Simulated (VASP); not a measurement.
Wanted: the native input for a VASP 6.6.1 run.

| Quantity | Value |
| --- | --- |
| Task | single point |
| Functional | PBEsol |
| Potentials or basis | VASP PAW PBE potentials, release 64 (Pb_d) |
| Cutoff | 500 eV |
| k mesh | 5 × 5 × 5 |
| Occupations | fermi-dirac, width 0.1 eV |
| Spin | no spin polarisation |
| Dipole correction | no |
| Further INCAR settings | ALGO = Normal; EDIFF = 1e-06; NBANDS = 13 |

The structure of Pb lies in POSCAR:

```
Pb
1.0
    0.0000000000      2.4750200000      2.4750200000
    2.4750200000      0.0000000000      2.4750200000
    2.4750200000      2.4750200000      0.0000000000
Pb
1
Direct
    0.0000000000      0.0000000000      0.0000000000
```

These files were run (other wordings do the same):

INCAR

```
  PREC = Accurate
  ENCUT = 500
  EDIFF = 1E-6
  ISMEAR = -1
  SIGMA = 0.1
  LREAL = F
  LASPH = T
  NELM = 120
  ALGO = Normal
  ISIF = 2
  LWAVE = F
  LCHARG = T
  GGA = PS
  LELF = T
  LVHAR = T
  NBANDS = 13
  GGA_COMPAT = F
```

KPOINTS

```
regular mesh
0
Gamma
  5 5 5
```

Potentials or basis: VASP PAW PBE potentials, release 64 (Pb_d).

Command:

```sh
$ cat potpaw_PBE.64/Pb_d/POTCAR > POTCAR
$ mpirun -np 1 vasp_std > vasp.out
```

Results of the run:

The pressure is -1.0 GPa and the band gap on the k mesh is zero (band 7 reaches 14.51 eV, above the bottom of band 8 at 6.49 eV).

Caveat: the k points lie up to 0.44 Å⁻¹ apart; the PAW data sets were made with another functional, which shifts forces and pressure a little; spin-orbit coupling is left out, which moves the levels of the heavy elements.

It took 12 s on 1 thread of Intel Xeon 8259CL (shared host), peak memory 0.15 GiB.
